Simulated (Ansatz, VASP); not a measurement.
# One calculation of AlNi, two programs

File INCAR:

```
ALGO = Normal ; EDIFF = 1E-6
EDIFFG = -0.005 ; ENCUT = 600
GGA = CA ; IBRION = 2
ISIF = 3 ; ISMEAR = -1
LASPH = T ; LCHARG = F
LREAL = F ; LWAVE = F
NELM = 100 ; NSW = 60
PREC = Accurate ; SIGMA = 0.1
```

File KPOINTS:

```
k-points
0
Gamma
  15 15 15
```

POSCAR

```
AlNi
1.0
    0.0000000000      2.4244436911      2.4244436911
    2.4244436911      0.0000000000      2.4244436911
    2.4244436911      2.4244436911      0.0000000000
Ni Al
1 1
Direct
    0.0000000000      0.0000000000      0.0000000000
    0.5000000000      0.5000000000      0.5000000000
```

Input for Ansatz:

```yaml
crystal:
  lattice:
    - [0.0, 2.4244436911, 2.4244436911]
    - [2.4244436911, 0.0, 2.4244436911]
    - [2.4244436911, 2.4244436911, 0.0]
  atoms:
    - { symbol: Ni, position: [0.0, 0.0, 0.0] }
    - { symbol: Al, position: [0.5, 0.5, 0.5] }
kpoints:
  mp_grid: { grid: [15, 15, 15] }
scf:
  occupations: { method: fermi_dirac, width: 0.1 }
hamiltonian:
  xc: lda
  pseudopotentials: { kind: paw }
output:
  forces: true
  stress: true
relax:
  f_tol: 0.005
  max_steps: 40
  cell: {}
```

Alike in both runs: task relaxation of cell and atoms; functional LDA; k mesh 15 × 15 × 15; occupations fermi-dirac, width 0.1 eV; no spin polarisation.

```csv
,VASP,Ansatz
version,VASP 6.6.1,Ansatz 0.2.0
potentials or method,"VASP PAW LDA potentials, release 64 (Ni, Al)","PAW with Ansatz's default frozen-core files, scalar-relativistic"
plane-wave cutoff (eV),600,420
valence electrons in the cell,13,21
```

VASP gave:

* relaxed volume (Å³/atom): 13.40
* relaxed cell length with the largest relative difference (Å): 3.359

Which values does Ansatz return?

Relaxed volume (Å³/atom): 13.39; relaxed cell length with the largest relative difference (Å): 3.358.

LDA's correlation is that of Perdew and Zunger in VASP and of Perdew and Wang (1992) in Ansatz. VASP's potentials hold 13 valence electrons a cell and Ansatz's 21, so a difference there can come from the potentials and not from the codes.
